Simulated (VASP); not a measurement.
# ZnO (P6_3mc) in VASP: further runs

ZnO is run at these levels: r2SCAN; tasks: single point, relaxation of cell and atoms.

Program: VASP 6.6.1. These are calculated values, not measurements. Logs are shortened: lines on timing, memory, paths and dates and some standing lists are left out, and cuts for length are marked.

### 1 The cell of the first run

It takes space group P6_3mc (No. 186, hexagonal). Conventional cell: a = 3.235 Å, b = 3.235 Å, c = 5.211 Å, α = 90.00°, β = 90.00°, γ = 120.00°. Zn (site symmetry 3m) has 4 O at 1.97 to 1.98 Å within 2.6 Å. O (site symmetry 3m) has 4 Zn at 1.97 to 1.98 Å within 2.6 Å.

### 2 Single point, r2SCAN

Contents of POSCAR:

```
ZnO
1.0
    3.2352912514      0.0000000000      0.0000000000
   -1.6176456257      2.8018444124      0.0000000000
    0.0000000000      0.0000000000      5.2114266958
Zn O
2 2
Direct
    0.3333333333      0.6666666667     -0.0023128493
    0.6666666667      0.3333333333      0.4976871507
    0.3333333333      0.6666666667      0.3773128493
    0.6666666667      0.3333333333      0.8773128493
```

Contents of INCAR.step1:

```
SYSTEM = ZnO
ALGO = Normal
EDIFF = 1E-4
ENCUT = 520
GGA = PE
ISMEAR = 0
LASPH = .TRUE.
LCHARG = .FALSE.
LREAL = .FALSE.
LWAVE = .TRUE.
NBANDS = 26
NELM = 60
PREC = Accurate
SIGMA = 0.1
```

Contents of INCAR.step2:

```
SYSTEM = ZnO
ALGO = Normal
EDIFF = 1E-7
ENCUT = 520
ISIF = 2
ISMEAR = 0
ISTART = 1
LASPH = .TRUE.
LCHARG = .FALSE.
LMIXTAU = .TRUE.
LREAL = .FALSE.
LWAVE = .FALSE.
METAGGA = R2SCAN
NBANDS = 26
NELM = 60
PREC = Accurate
SIGMA = 0.1
```

Contents of KPOINTS:

```
k-points
0
G
  6 6 4
  0 0 0
```

Potentials or basis: VASP PAW PBE potentials, release 64 (Zn, O).

Command:

```console
cat potpaw_PBE.64/Zn/POTCAR potpaw_PBE.64/O/POTCAR > POTCAR
cp INCAR.step1 INCAR
mpirun -np 1 vasp_std > vasp.out
cp INCAR.step2 INCAR
mpirun -np 1 vasp_std > vasp.out
```

OUTCAR:

```text
SYSTEM = ZnO
   EDIFF = 1E-7
   ENCUT = 520
   ISIF = 2
   ISMEAR = 0
   ISTART = 1
   LASPH = .TRUE.
   LREAL = .FALSE.
   METAGGA = R2SCAN
   NELM = 60
   PREC = Accurate

 ion  position               nearest neighbor table
   1  0.333  0.667  0.998-   4 1.97   4 1.97   4 1.97   3 1.98
   2  0.667  0.333  0.498-   3 1.97   3 1.97   3 1.97   4 1.98
   3  0.333  0.667  0.377-   2 1.97   2 1.97   2 1.97   1 1.98
   4  0.667  0.333  0.877-   1 1.97   1 1.97   1 1.97   2 1.98

  LATTYP: Found a hexagonal cell.
 ALAT       =     3.2352912514
 C/A-ratio  =     1.6108060421

  Lattice vectors:

 A1 = (   3.2352912514,   0.0000000000,   0.0000000000)
 A2 = (  -1.6176456257,   2.8018444124,   0.0000000000)
 A3 = (   0.0000000000,   0.0000000000,   5.2114266958)

Analysis of symmetry for initial positions (statically):
=====================================================================
 Subroutine PRICEL returns:
 Original cell was already a primitive cell.

 Routine SETGRP: Setting up the symmetry group for a
 hexagonal supercell.

 Subroutine GETGRP returns: Found 12 space group operations
 (whereof  6 operations were pure point group operations)
 out of a pool of 24 trial point group operations.

The static configuration has the point symmetry C_3v.
 The point group associated with its full space group is C_6v.

Analysis of symmetry for dynamics (positions and initial velocities):
=====================================================================
 Subroutine PRICEL returns:
 Original cell was already a primitive cell.

 Routine SETGRP: Setting up the symmetry group for a
 hexagonal supercell.

 Subroutine GETGRP returns: Found 12 space group operations
 (whereof  6 operations were pure point group operations)
 out of a pool of 24 trial point group operations.

The dynamic configuration has the point symmetry C_3v.
 The point group associated with its full space group is C_6v.

 Subroutine INISYM returns: Found 12 space group operations
 (whereof  6 operations are pure point group operations),
 and found     1 'primitive' translations

----------------------------------------------------------------------------------------

                                     Primitive cell

  volume of cell :      47.2405

  direct lattice vectors                    reciprocal lattice vectors
     3.235291251  0.000000000  0.000000000     0.309091183  0.178453878  0.000000000
    -1.617645626  2.801844412  0.000000000     0.000000000  0.356907755  0.000000000
     0.000000000  0.000000000  5.211426696     0.000000000  0.000000000  0.191886034

  length of vectors
     3.235291251  3.235291251  5.211426696     0.356907755  0.356907755  0.191886034

  position of ions in fractional coordinates (direct lattice)
     0.333333333  0.666666667  0.997687151
     0.666666667  0.333333333  0.497687151
     0.333333333  0.666666667  0.377312849
     0.666666667  0.333333333  0.877312849

  ion indices of the primitive-cell ions
   primitive index   ion index
                 1           1
                 2           2
                 3           3
                 4           4

----------------------------------------------------------------------------------------

 KPOINTS: k-points

Automatic generation of k-mesh.
 Grid dimensions read from file:
 generate k-points for:    6    6    4

 Generating k-lattice:

  Cartesian coordinates                     Fractional coordinates (reciprocal lattice)
     0.051515197  0.029742313  0.000000000     0.166666667  0.000000000  0.000000000
     0.000000000  0.059484626  0.000000000     0.000000000  0.166666667  0.000000000
     0.000000000  0.000000000  0.047971508     0.000000000  0.000000000  0.250000000

  Length of vectors
     0.059484626  0.059484626  0.047971508

  Shift w.r.t. Gamma in fractional coordinates (k-lattice)
     0.000000000  0.000000000  0.000000000

 Subroutine IBZKPT returns following result:
 ===========================================

 Found     21 irreducible k-points:

 Following reciprocal coordinates:
            Coordinates               Weight
  0.000000  0.000000  0.000000      1.000000
  0.166667  0.000000  0.000000      6.000000
  0.333333  0.000000  0.000000      6.000000
  0.500000  0.000000  0.000000      3.000000
  0.166667  0.166667  0.000000      6.000000
  0.333333  0.166667  0.000000     12.000000
[... 13 lines left out ...]
  0.333333  0.166667  0.500000     12.000000
  0.333333  0.333333  0.500000      2.000000
   k-points           NKPTS =     21   k-points in BZ     NKDIM =     21   number of bands    NBANDS=     26
   number of dos      NEDOS =    301   number of ions     NIONS =      4
   total plane-waves  NPLWV =  23040
   dimension x,y,z NGX =    24 NGY =   24 NGZ =   40
   dimension x,y,z NGXF=    48 NGYF=   48 NGZF=   80
   ions per type =               2   2
   NGX,Y,Z   is equivalent  to a cutoff of  12.33, 12.33, 12.76 a.u.
   NGXF,Y,Z  is equivalent  to a cutoff of  24.66, 24.66, 25.52 a.u.
 SYSTEM =  ZnO
   PREC   = accura    normal or accurate (medium, high low for compatibility)
   ISTART =      1    job   : 0-new  1-cont  2-samecut
   ICHARG =      0    charge: 1-file 2-atom 10-const
   ISPIN  =      1    spin polarized calculation?
   LNONCOLLINEAR =      F non collinear calculations
   LSORBIT =      F    spin-orbit coupling
   LASPH  =      T    aspherical Exc in radial PAW
   ENCUT  =  520.0 eV  38.22 Ry    6.18 a.u.   6.02  6.02  9.69*2*pi/ulx,y,z
   NELM   =     60;   NELMIN=  2; NELMDL=  0     # of ELM steps
   EDIFF  = 0.1E-06   stopping-criterion for ELM
   LREAL  =      F    real-space projection
   EDIFFG = 0.1E-05   stopping-criterion for IOM
   NSW    =      0    number of steps for IOM
   IBRION =     -1    ionic relax: 0-MD 1-quasi-New 2-CG
   NFREE  =      0    steps in history (QN), initial steepest desc. (CG)
   ISIF   =      2    stress and relaxation
   ISYM   =      2    0-nonsym 1-usesym 2-fastsym
   POTIM  = 0.5000    time-step for ionic-motion
   TEBEG  =    0.0;   TEEND  =   0.0 temperature during run
   PSTRESS=    0.0 pullay stress
   NELECT =      36.0000    total number of electrons
   NUPDOWN=      -1.0000    fix difference up-down
   EMIN   =  10.00;   EMAX   =-10.00  energy-range for DOS
   EFERMI =   0.00;   METHOD = LEGACY
   ISMEAR =     0;   SIGMA  =   0.10  broadening in eV -4-tet -1-fermi 0-gaus
   EFERMI_NEDOS =   21; number of points for ismear=-14 and -15
   IALGO  =     38    algorithm
   IMIX   =      4    mixing-type and parameters
     AMIX     =   0.40;   BMIX     =  1.00
     AMIX_MAG =   1.60;   BMIX_MAG =  1.00
  volume/ion in A,a.u.               =      11.81        79.70
  Fermi-wavevector in a.u.,A,eV,Ry     =   1.495332  2.825768 30.422873  2.236018
  Thomas-Fermi vector in A             =   2.607490
   LORBIT       =      0    0 simple, 1 ext, 2 COOP (PROOUT), +10 PAW based schemes
   METAGGA = R2SCAN    functional components
   LHFCALC =     F    Hartree Fock is set to
   AEXX    =    0.0000 exact exchange contribution
   IVDW    =     0    specifies the selected vdW correction
   LEPSILON=     F    determine dielectric tensor
   LRPA    =     F    only Hartree local field effects (RPA)
 non-spin polarized calculation
 Gauss-broadening in eV      SIGMA  =   0.10
  energy-cutoff  :      520.00
  volume of cell :       47.24
 maximum number of plane-waves:      1290
   NGX = 13   NGY = 13   NGZ = 19

 number of electron      36.0000032 magnetization

 Free energy of the ion-electron system (eV)
  ---------------------------------------------------
  ext. energy  EPLUGINS =         0.00000000
  ---------------------------------------------------
  free energy    TOTEN  =       -36.31631161 eV

  energy without entropy =      -36.31631161  energy(sigma->0) =      -36.31631161

 E-fermi :   1.3638     XC(G=0): -11.7058

 val. band max:        0.9196677516   @ k =   0.0000   0.0000   0.0000
 cond. band min:       2.1531722447   @ k =   0.0000   0.0000   0.0000
 fundamental gap:      1.2335044930
 Fermi energy:         1.3638300813

 k-point     1 :       0.0000    0.0000    0.0000
  band No.  band energies     occupation
      1     -18.2253      2.00000
      2     -17.5292      2.00000
      3      -4.9387      2.00000
      4      -4.9387      2.00000
      5      -4.8830      2.00000
      6      -4.8351      2.00000
[... 18 lines left out ...]
     25      16.0369      0.00000
     26      16.0371      0.00000

 k-point     2 :       0.1667    0.0000    0.0000
  band No.  band energies     occupation
      1     -18.0837      2.00000
      2     -17.4683      2.00000
      3      -5.0830      2.00000
      4      -4.8524      2.00000
      5      -4.8200      2.00000
      6      -4.7450      2.00000
[... 18 lines left out ...]
     25      15.8364      0.00000
     26      16.2258      0.00000

 k-point     3 :       0.3333    0.0000    0.0000
  band No.  band energies     occupation
      1     -17.7654      2.00000
      2     -17.3666      2.00000
      3      -5.2272      2.00000
      4      -4.8702      2.00000
      5      -4.7078      2.00000
      6      -4.5025      2.00000
[... 18 lines left out ...]
     25      15.1859      0.00000
     26      15.9615      0.00000

 k-point     4 :       0.5000    0.0000    0.0000
  band No.  band energies     occupation
      1     -17.5642      2.00000
      2     -17.3501      2.00000
      3      -5.1520      2.00000
      4      -4.9354      2.00000
      5      -4.6570      2.00000
      6      -4.2693      2.00000
[... 18 lines left out ...]
     25      14.9147      0.00000
     26      16.1670      0.00000

 k-point     5 :       0.1667    0.1667    0.0000
  band No.  band energies     occupation
      1     -17.8520      2.00000
      2     -17.3875      2.00000
      3      -5.1177      2.00000
      4      -4.9188      2.00000
      5      -4.7005      2.00000
      6      -4.6408      2.00000
[... 18 lines left out ...]
     25      14.3023      0.00000
     26      16.9517      0.00000

 k-point     6 :       0.3333    0.1667    0.0000
  band No.  band energies     occupation
      1     -17.5715      2.00000
      2     -17.3461      2.00000
      3      -5.0487      2.00000
      4      -4.7919      2.00000
      5      -4.6427      2.00000
      6      -4.4228      2.00000
[... 340 lines left out ...]
 k-point    18 :       0.5000    0.0000    0.5000
  band No.  band energies     occupation
      1     -17.4492      2.00000
      2     -17.4492      2.00000
      3      -5.3213      2.00000
      4      -5.3213      2.00000
      5      -4.4189      2.00000
      6      -4.4189      2.00000
[... 18 lines left out ...]
     25      15.5185      0.00000
     26      15.5185      0.00000

 k-point    19 :       0.1667    0.1667    0.5000
  band No.  band energies     occupation
      1     -17.6181      2.00000
      2     -17.6181      2.00000
      3      -5.2457      2.00000
      4      -5.2457      2.00000
      5      -4.6955      2.00000
      6      -4.6955      2.00000
[... 18 lines left out ...]
     25      15.2232      0.00000
     26      15.2232      0.00000

 k-point    20 :       0.3333    0.1667    0.5000
  band No.  band energies     occupation
      1     -17.4511      2.00000
      2     -17.4511      2.00000
      3      -5.1781      2.00000
      4      -5.1781      2.00000
      5      -4.5584      2.00000
      6      -4.5584      2.00000
[... 18 lines left out ...]
     25      15.9525      0.00000
     26      15.9525      0.00000

 k-point    21 :       0.3333    0.3333    0.5000
  band No.  band energies     occupation
      1     -17.3960      2.00000
      2     -17.3960      2.00000
      3      -4.9184      2.00000
      4      -4.9184      2.00000
      5      -4.7080      2.00000
      6      -4.7080      2.00000
[... 18 lines left out ...]
     25      17.2978      0.00000
     26      17.2978      0.00000

------------------------ aborting loop because EDIFF is reached ----------------------------------------

  FORCE on cell =-STRESS in cart. coord.  units (eV):
  Direction    XX          YY          ZZ          XY          YZ          ZX
  --------------------------------------------------------------------------------------
  -------------------------------------------------------------------------------------
  Total        0.2966589      0.2966589      0.3184087      0.0000000      0.0000000      0.0000000
  in kB       10.0612945     10.0612945     10.7989498      0.0000000      0.0000000      0.0000000
  external PRESSURE =      10.3071796 kB  Pullay stress =       0.0000000 kB

 VOLUME and BASIS-vectors are now :
 -----------------------------------------------------------------------------
  energy-cutoff  :      520.00
  volume of cell :       47.24
      direct lattice vectors                 reciprocal lattice vectors
     3.235291251  0.000000000  0.000000000     0.309091183  0.178453878  0.000000000
    -1.617645626  2.801844412  0.000000000     0.000000000  0.356907755  0.000000000
     0.000000000  0.000000000  5.211426696     0.000000000  0.000000000  0.191886034

 POSITION                                       TOTAL-FORCE (eV/Angst)
 -----------------------------------------------------------------------------------
     -0.00000      1.86790      5.19937         0.000000      0.000000      0.001600
      1.61765      0.93395      2.59366        -0.000000     -0.000000      0.001600
     -0.00000      1.86790      1.96634         0.000000      0.000000     -0.001600
      1.61765      0.93395      4.57205         0.000000     -0.000000     -0.001600
 -----------------------------------------------------------------------------------
    total drift:                                0.000001      0.000002     -0.001848

  FREE ENERGIE OF THE ION-ELECTRON SYSTEM (eV)
  ---------------------------------------------------
  free  energy   TOTEN  =       -36.3163116121 eV

  energy  without entropy=      -36.3163116121  energy(sigma->0) =      -36.31631161
```

Wall time 3.5 min (1 thread of AMD EPYC 7R13, shared host); peak memory 0.15 GiB.

Results:

```
Free energy            : -36.3163 eV
Pressure               : 1.0 GPa
Band gap on the k mesh : 1.23 eV, direct
```

Levels at points of the mesh, in eV from the valence-band top:
| k point | band 16 | band 17 | band 18 | band 19 | band 20 | band 21 |
| --- | --- | --- | --- | --- | --- | --- |
| (0.00, 0.00, 0.00) | -0.10 | 0.00 | 0.00 | 1.23 | 5.87 | 8.83 |
| (0.50, 0.00, 0.00) | -2.34 | -1.31 | -0.87 | 6.43 | 7.36 | 8.08 |
| (0.00, 0.00, 0.50) | -0.40 | -0.40 | -0.40 | 3.94 | 3.94 | 10.83 |
| (0.50, 0.00, 0.50) | -1.56 | -1.41 | -1.41 | 6.25 | 6.25 | 9.18 |

Caveat: the PAW data sets were made with another functional, which shifts forces and pressure a little. r2SCAN opens gaps a little over a GGA but as a rule still falls short of measured ones.

(Continued in part 2 of 3.)
